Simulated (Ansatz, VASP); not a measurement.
# Two plane-wave programs on ZnO

Contents of INCAR:

```
SYSTEM = ZnO
ALGO     = Normal         ! electronic algorithm
EDIFF    = 1E-6           ! SCF threshold, eV
ENCUT    = 910            ! plane-wave cutoff, eV
GGA      = PE             ! functional
GGA_COMPAT= .FALSE.      
ISIF     = 2              ! what is computed and relaxed
ISMEAR   = 0              ! smearing method
LASPH    = .TRUE.         ! aspherical terms in the spheres
LCHARG   = .FALSE.        ! write CHGCAR
LREAL    = .FALSE.        ! projectors in reciprocal space
LWAVE    = .FALSE.        ! write WAVECAR
NBANDS   = 26             ! bands
NELM     = 120            ! most SCF steps
PREC     = Accurate       ! precision mode
SIGMA    = 0.02           ! smearing width, eV
```

KPOINTS

```
k-points
0
G
  12 12 6
  0 0 0
```

POSCAR

```
ZnO
1.0
    3.1781850223      0.0000000000      0.0000000000
   -1.5890925112      2.7523889673      0.0000000000
    0.0000000000      0.0000000000      5.1280731953
Zn O
2 2
Direct
    0.6666666667      0.3333333333      0.5006253288
    0.3333333333      0.6666666667      0.0006253288
    0.6666666667      0.3333333333      0.8796846712
    0.3333333333      0.6666666667      0.3796846712
```

Input for Ansatz:

```yaml
crystal:
  lattice:
    - [3.1781850223, 0.0, 0.0]
    - [-1.5890925112, 2.7523889673, 0.0]
    - [0.0, 0.0, 5.1280731953]
  atoms:
    - { symbol: Zn, position: [0.6666666667, 0.3333333333, 0.5006253288] }
    - { symbol: Zn, position: [0.3333333333, 0.6666666667, 0.0006253288] }
    - { symbol: O, position: [0.6666666667, 0.3333333333, 0.8796846712] }
    - { symbol: O, position: [0.3333333333, 0.6666666667, 0.3796846712] }
basis:
  ecutwfc: 420
kpoints:
  mp_grid: { grid: [12, 12, 6] }
  band_path: { path: [VBM, CBM], npoints: 2 }
hamiltonian:
  xc: pbe
scf:
  occupations: { method: gaussian, width: 0.02 }
output:
  forces: true
  stress: true
  eigenvalues: true
checkpoint:
  read: start.run
  write: ck
  compress: false
  write_wavefunctions: false
  write_every: 100000
```

Alike in both runs: task single point; functional PBE; k mesh 12 × 12 × 6; occupations gaussian, width 0.02 eV; no spin polarisation.

|  | VASP | Ansatz |
| --- | --- | --- |
| version | VASP 6.6.1 | Ansatz 0.2.0 |
| potentials or method | VASP PAW PBE potentials, release 64 (Zn, O_h), cutoff 910 eV | scalar-relativistic, plane waves, PAW |
| valence electrons in the cell | 36 | 36 |

Ansatz gave:

- gap on the k mesh at the Fermi level (eV): 0.88
- least direct gap on the mesh (eV): 0.88

Task: What did VASP give for the same quantities?

Result: gap on the k mesh at the Fermi level (eV): 0.87; least direct gap on the mesh (eV): 0.87.

Noted on VASP's run: the cutoff is short for stress, so the pressure is rough.
